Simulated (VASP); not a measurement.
# Be16Se9S7 (P1) in VASP: a series of runs

Be16Se9S7 is run at these levels: PBEsol, HSE06; tasks: single point, relaxation of volume and atoms at fixed shape.

Everything below comes from runs of VASP 6.6.1. Logs are shortened: lines on timing, memory, paths and dates and some standing lists are left out, and cuts for length are marked.

**1. The cell of the first run**

The typed cell holds 64 atoms: a = 10.003 Å, b = 10.003 Å, c = 10.003 Å, α = 90.00°, β = 90.00°, γ = 90.00°.

**2. Single point, PBEsol**

Input file INCAR:

```
  PREC = Accurate
  ENCUT = 500
  EDIFF = 1E-6
  ISMEAR = -1
  SIGMA = 0.05
  LREAL = Auto
  LASPH = True
  NELM = 120
  ALGO = Normal
  ISIF = 2
  LWAVE = False
  LCHARG = False
  GGA = PS
  NBANDS = 166
  ISYM = -1
  GGA_COMPAT = False
```

Input file KPOINTS:

```
explicit points
1
Reciprocal
  0.25000000   0.25000000   0.25000000 1
```

Input file POSCAR:

```
Be16Se9S7
1.0
   10.0034089190      0.0000000000      0.0000000000
    0.0000000000     10.0034089190      0.0000000000
    0.0000000000      0.0000000000     10.0034089190
Be Se S
32 18 14
Direct
    0.0061310000      0.9946130000      0.9954290000
    0.9960860000      0.9951170000      0.5051970000
    0.0061970000      0.4952350000      0.0045170000
    0.9958950000      0.5067050000      0.4947780000
    0.4951740000      0.0056290000      0.9943680000
    0.5002100000      0.9897440000      0.5003160000
    0.4949420000      0.4966220000      0.0053530000
    0.5003500000      0.5002350000      0.4997320000
    0.2557150000      0.2545770000      0.9957430000
    0.2546480000      0.2551160000      0.5048070000
    0.2395610000      0.7480910000      0.9993440000
    0.2606580000      0.7479700000      0.5005680000
    0.7558630000      0.2549530000      0.0048100000
    0.7426570000      0.2549410000      0.4953400000
    0.7485030000      0.7480810000      0.0005500000
    0.7501460000      0.7481210000      0.4993060000
    0.2490810000      0.0013360000      0.2506570000
    0.2562740000      0.9940040000      0.7544530000
    0.2561990000      0.5060430000      0.2453440000
    0.2492360000      0.4907590000      0.7495210000
    0.7435620000      0.9933930000      0.2552510000
    0.7550310000      0.9963020000      0.7439450000
    0.7547810000      0.4957030000      0.2558770000
    0.7436640000      0.5064060000      0.7448160000
    0.9964740000      0.2537510000      0.2452110000
    0.0059030000      0.2559300000      0.7553350000
    0.0001360000      0.7373880000      0.2505700000
    0.0014790000      0.7584610000      0.7493320000
    0.4996250000      0.2610720000      0.2506330000
    0.4906750000      0.2486280000      0.7492140000
    0.5005560000      0.7484230000      0.2603470000
    0.4995710000      0.7474350000      0.7395480000
    0.1269630000      0.1277430000      0.1216250000
    0.1283020000      0.1239730000      0.6289070000
    0.1270280000      0.6259590000      0.6251690000
    0.6239870000      0.1277480000      0.1266780000
    0.6225910000      0.1238950000      0.6239320000
    0.6252100000      0.6223410000      0.1305680000
    0.3741420000      0.8733980000      0.1251930000
    0.8740240000      0.3779730000      0.6238850000
    0.8767760000      0.8720290000      0.1268880000
    0.3778510000      0.1267020000      0.3767610000
    0.3727450000      0.6237550000      0.8738940000
    0.8727150000      0.1249160000      0.3755540000
    0.8780090000      0.1251930000      0.8751640000
    0.8780520000      0.6247330000      0.8750990000
    0.1270760000      0.3791970000      0.3728520000
    0.1256680000      0.8706910000      0.3767440000
    0.6228510000      0.3753140000      0.8751610000
    0.6239610000      0.8746200000      0.8711900000
    0.1258650000      0.6222140000      0.1253950000
    0.6238870000      0.6260850000      0.6199600000
    0.3743610000      0.3771180000      0.1256050000
    0.3765150000      0.3764540000      0.6255070000
    0.3770000000      0.8728600000      0.6249290000
    0.8771160000      0.3778650000      0.1269980000
    0.8745370000      0.8721770000      0.6239230000
    0.3730760000      0.1263440000      0.8737330000
    0.3781710000      0.6237190000      0.3768740000
    0.8729160000      0.6247990000      0.3752630000
    0.1287460000      0.3753360000      0.8779480000
    0.1272630000      0.8745030000      0.8737550000
    0.6238190000      0.3793360000      0.3755230000
    0.6249670000      0.8706160000      0.3793810000
```

Potentials or basis: VASP PAW PBE potentials, release 64 (Be, Se, S).

Command:

```sh
> cat potpaw_PBE.64/Be/POTCAR potpaw_PBE.64/Se/POTCAR potpaw_PBE.64/S/POTCAR > POTCAR
> mpirun -np 1 vasp_std > vasp.out
```

OUTCAR:

```text
PREC = Accurate
   ENCUT = 500
   EDIFF = 1E-6
   ISMEAR = -1
   LREAL = Auto
   LASPH = True
   NELM = 120
   ISIF = 2
   GGA = PS
   ISYM = -1

 ion  position               nearest neighbor table
   1  0.006  0.995  0.995-  62 2.10  45 2.19  33 2.20  41 2.22
   2  0.996  0.995  0.505-  57 2.10  48 2.21  44 2.21  34 2.22
   3  0.006  0.495  0.005-  51 2.12  61 2.13  56 2.13  46 2.24
   4  0.996  0.507  0.495-  60 2.08  40 2.19  47 2.20  35 2.20
   5  0.495  0.006  0.994-  58 2.10  50 2.21  36 2.21  39 2.22
   6  0.500  0.990  0.500-  55 2.11  64 2.11  37 2.20  42 2.21
[... 56 lines left out ...]
  63  0.624  0.379  0.376-  14 2.10  23 2.12  29 2.12   8 2.13
  64  0.625  0.871  0.379-   6 2.11  21 2.11  31 2.11  16 2.12

IMPORTANT INFORMATION: All symmetrisations will be switched off!
NOSYMM: (Re-)initialisation of all symmetry stuff for point group C_1.

----------------------------------------------------------------------------------------

                                     Primitive cell

  volume of cell :    1001.0230

  direct lattice vectors                    reciprocal lattice vectors
    10.003408919  0.000000000  0.000000000     0.099965922  0.000000000  0.000000000
     0.000000000 10.003408919  0.000000000     0.000000000  0.099965922  0.000000000
     0.000000000  0.000000000 10.003408919     0.000000000  0.000000000  0.099965922

  length of vectors
    10.003408919 10.003408919 10.003408919     0.099965922  0.099965922  0.099965922

  position of ions in fractional coordinates (direct lattice)
     0.006131000  0.994613000  0.995429000
     0.996086000  0.995117000  0.505197000
     0.006197000  0.495235000  0.004517000
     0.995895000  0.506705000  0.494778000
     0.495174000  0.005629000  0.994368000
     0.500210000  0.989744000  0.500316000
[... 56 lines left out ...]
     0.623819000  0.379336000  0.375523000
     0.624967000  0.870616000  0.379381000

  ion indices of the primitive-cell ions
   primitive index   ion index
                 1           1
                 2           2
                 3           3
                 4           4
                 5           5
                 6           6
[... 56 lines left out ...]
                63          63
                64          64

----------------------------------------------------------------------------------------

 KPOINTS: explicit points

Read explicit list of k-points.

 Found      1 k-points:

 Following reciprocal coordinates:
            Coordinates               Weight
  0.250000  0.250000  0.250000      1.000000
   k-points           NKPTS =      1   k-points in BZ     NKDIM =      1   number of bands    NBANDS=    166
   number of dos      NEDOS =    301   number of ions     NIONS =     64
   total plane-waves  NPLWV = 512000
   dimension x,y,z NGX =    80 NGY =   80 NGZ =   80
   dimension x,y,z NGXF=   160 NGYF=  160 NGZF=  160
   ions per type =              32  18  14
   NGX,Y,Z   is equivalent  to a cutoff of  13.30, 13.30, 13.30 a.u.
   NGXF,Y,Z  is equivalent  to a cutoff of  26.59, 26.59, 26.59 a.u.
 SYSTEM =  unknown system
   PREC   = accura    normal or accurate (medium, high low for compatibility)
   ISTART =      0    job   : 0-new  1-cont  2-samecut
   ICHARG =      2    charge: 1-file 2-atom 10-const
   ISPIN  =      1    spin polarized calculation?
   LNONCOLLINEAR =      F non collinear calculations
   LSORBIT =      F    spin-orbit coupling
   LASPH  =      T    aspherical Exc in radial PAW
   ENCUT  =  500.0 eV  36.75 Ry    6.06 a.u.  18.24 18.24 18.24*2*pi/ulx,y,z
   NELM   =    120;   NELMIN=  2; NELMDL= -5     # of ELM steps
   EDIFF  = 0.1E-05   stopping-criterion for ELM
   LREAL  =      T    real-space projection
   EDIFFG = 0.1E-04   stopping-criterion for IOM
   NSW    =      0    number of steps for IOM
   IBRION =     -1    ionic relax: 0-MD 1-quasi-New 2-CG
   NFREE  =      0    steps in history (QN), initial steepest desc. (CG)
   ISIF   =      2    stress and relaxation
   ISYM   =     -1    0-nonsym 1-usesym 2-fastsym
   POTIM  = 0.5000    time-step for ionic-motion
   TEBEG  =    0.0;   TEEND  =   0.0 temperature during run
   PSTRESS=    0.0 pullay stress
   NELECT =     256.0000    total number of electrons
   NUPDOWN=      -1.0000    fix difference up-down
   EMIN   =  10.00;   EMAX   =-10.00  energy-range for DOS
   EFERMI =   0.00;   METHOD = LEGACY
   ISMEAR =    -1;   SIGMA  =   0.05  broadening in eV -4-tet -1-fermi 0-gaus
   EFERMI_NEDOS =   21; number of points for ismear=-14 and -15
   IALGO  =     38    algorithm
   IMIX   =      4    mixing-type and parameters
     AMIX     =   0.40;   BMIX     =  1.00
     AMIX_MAG =   1.60;   BMIX_MAG =  1.00
  volume/ion in A,a.u.               =      15.64       105.55
  Fermi-wavevector in a.u.,A,eV,Ry     =   1.039139  1.963687 14.691693  1.079809
  Thomas-Fermi vector in A             =   2.173655
   LORBIT       =      0    0 simple, 1 ext, 2 COOP (PROOUT), +10 PAW based schemes
   GGA     = PS    functional components
   LHFCALC =     F    Hartree Fock is set to
   AEXX    =    0.0000 exact exchange contribution
   IVDW    =     0    specifies the selected vdW correction
   LEPSILON=     F    determine dielectric tensor
   LRPA    =     F    only Hartree local field effects (RPA)
 non-spin polarized calculation
  energy-cutoff  :      500.00
  volume of cell :     1001.02
 maximum number of plane-waves:     25377
 NGX is ok and might be reduce to    72
   NGX = 37   NGY = 37   NGZ = 37

 number of electron     255.9999998 magnetization

 Free energy of the ion-electron system (eV)
  ---------------------------------------------------
  ext. energy  EPLUGINS =         0.00000000
  ---------------------------------------------------
  free energy    TOTEN  =      -317.23496671 eV

  energy without entropy =     -317.23496670  energy(sigma->0) =     -317.23496670

 E-fermi :   4.8414     XC(G=0):  -9.7593

 val. band max:        3.6406323587   @ k =   0.2500   0.2500   0.2500
 cond. band min:       6.8992357452   @ k =   0.2500   0.2500   0.2500
 fundamental gap:      3.2586033866
 Fermi energy:         4.8414445302

 k-point     1 :       0.2500    0.2500    0.2500
  band No.  band energies     occupation
      1      -9.9558      2.00000
      2      -9.5727      2.00000
      3      -9.5356      2.00000
      4      -9.5055      2.00000
      5      -9.2215      2.00000
      6      -9.1799      2.00000
[... 132 lines left out ...]
    139       8.4463      0.00000
    140       8.4624      0.00000
 [bands above 140 left out]

------------------------ aborting loop because EDIFF is reached ----------------------------------------

  FORCE on cell =-STRESS in cart. coord.  units (eV):
  Direction    XX          YY          ZZ          XY          YZ          ZX
  --------------------------------------------------------------------------------------
  -------------------------------------------------------------------------------------
  Total        1.3356006      1.1859287      1.5915450     -3.9434608     -4.0309351     -3.9675832
  in kB        2.1376821      1.8981263      2.5473313     -6.3116664     -6.4516727     -6.3502753
  external PRESSURE =       2.1943799 kB  Pullay stress =       0.0000000 kB

 VOLUME and BASIS-vectors are now :
 -----------------------------------------------------------------------------
  energy-cutoff  :      500.00
  volume of cell :     1001.02
      direct lattice vectors                 reciprocal lattice vectors
    10.003408919  0.000000000  0.000000000     0.099965922  0.000000000  0.000000000
     0.000000000 10.003408919  0.000000000     0.000000000  0.099965922  0.000000000
     0.000000000  0.000000000 10.003408919     0.000000000  0.000000000  0.099965922

 POSITION                                       TOTAL-FORCE (eV/Angst)
 -----------------------------------------------------------------------------------
      0.06133      9.94952      9.95768         0.006377     -0.001446     -0.012337
      9.96426      9.95456      5.05369        -0.015385     -0.008502      0.005033
      0.06199      4.95404      0.04519        -0.002981     -0.008639      0.005457
      9.96234      5.06878      4.94947        -0.011925      0.007901     -0.006784
      4.95343      0.05631      9.94707        -0.018597      0.003973     -0.011903
      5.00381      9.90081      5.00487        -0.007316     -0.009122     -0.010211
[... 56 lines left out ...]
      6.24032      3.79465      3.75651         0.001126      0.004022     -0.002626
      6.25180      8.70913      3.79510         0.012825     -0.011430      0.007776
 -----------------------------------------------------------------------------------
    total drift:                                0.006068      0.001601      0.008501

  FREE ENERGIE OF THE ION-ELECTRON SYSTEM (eV)
  ---------------------------------------------------
  free  energy   TOTEN  =      -317.2349667050 eV

  energy  without entropy=     -317.2349667049  energy(sigma->0) =     -317.23496670
```

Run time: 5.6 min. Hardware: 1 thread of Intel Xeon Platinum 8559C (Emerald Rapids), shared host; peak memory 1 GiB.

What came out:

```yaml
Free_energy: -317.2350 eV
Pressure: 0.2 GPa
Largest_force: 0.022 eV/Å
Band_gap_on_the_k_mesh: 3.26 eV
```

Forces in eV/Å, atoms in the order of the input:
```
Be   0.006 -0.001 -0.012
Be  -0.015 -0.009  0.005
Be  -0.003 -0.009  0.005
Be  -0.012  0.008 -0.007
Be  -0.019  0.004 -0.012
Be  -0.007 -0.009 -0.010
Be  -0.006 -0.004  0.006
Be  -0.002  0.004  0.000
Be   0.001  0.001 -0.006
Be   0.007 -0.002  0.003
Be  -0.005  0.002 -0.004
Be   0.016 -0.001  0.001
Be   0.006  0.005  0.006
Be  -0.009  0.002 -0.003
Be  -0.002  0.001  0.001
Be  -0.004 -0.005 -0.006
Be  -0.005  0.004  0.002
Be  -0.001  0.000  0.007
Be  -0.003 -0.016 -0.007
Be  -0.007 -0.010  0.005
Be  -0.011 -0.009  0.013
Be   0.011 -0.002 -0.009
Be  -0.002  0.002 -0.004
Be  -0.009  0.005 -0.012
Be  -0.005  0.001 -0.012
Be   0.008  0.005  0.003
Be  -0.002 -0.001 -0.002
Be   0.002  0.008  0.001
Be   0.001  0.013 -0.001
Be  -0.007 -0.009  0.003
Be   0.003  0.012  0.008
Be  -0.006  0.005 -0.010
Se   0.000  0.005 -0.004
Se   0.004 -0.005  0.004
Se   0.005  0.003  0.004
Se  -0.001  0.007 -0.002
Se  -0.002  0.002  0.000
Se   0.002 -0.008  0.009
Se   0.011 -0.009  0.000
Se  -0.001  0.000  0.002
Se   0.004 -0.005  0.007
Se   0.009 -0.008  0.002
Se  -0.002 -0.002 -0.002
Se   0.000  0.004 -0.004
Se   0.002  0.005  0.007
Se   0.007 -0.003 -0.003
Se   0.004  0.007 -0.005
Se  -0.004 -0.010  0.001
Se  -0.002  0.004  0.001
Se  -0.005  0.001  0.002
S    0.004 -0.006 -0.003
S    0.001  0.000 -0.006
S   -0.009  0.011  0.011
S    0.013  0.013 -0.003
S    0.011 -0.006  0.008
S    0.008  0.015 -0.003
S   -0.001 -0.007 -0.002
S   -0.007  0.008  0.003
S    0.012 -0.001  0.006
S   -0.008 -0.004  0.007
S    0.003  0.002  0.004
S    0.010 -0.001  0.004
S    0.001  0.004 -0.003
S    0.013 -0.011  0.008
```

Stress tensor (GPa, compression positive):
```
 0.21 -0.63 -0.64
-0.63  0.19 -0.65
-0.64 -0.65  0.25
```

Caveat: the PAW data sets were made with another functional, which shifts forces and pressure a little; a shifted mesh leaves out Γ, where band edges can lie.

(Continued in part 2 of 3.)
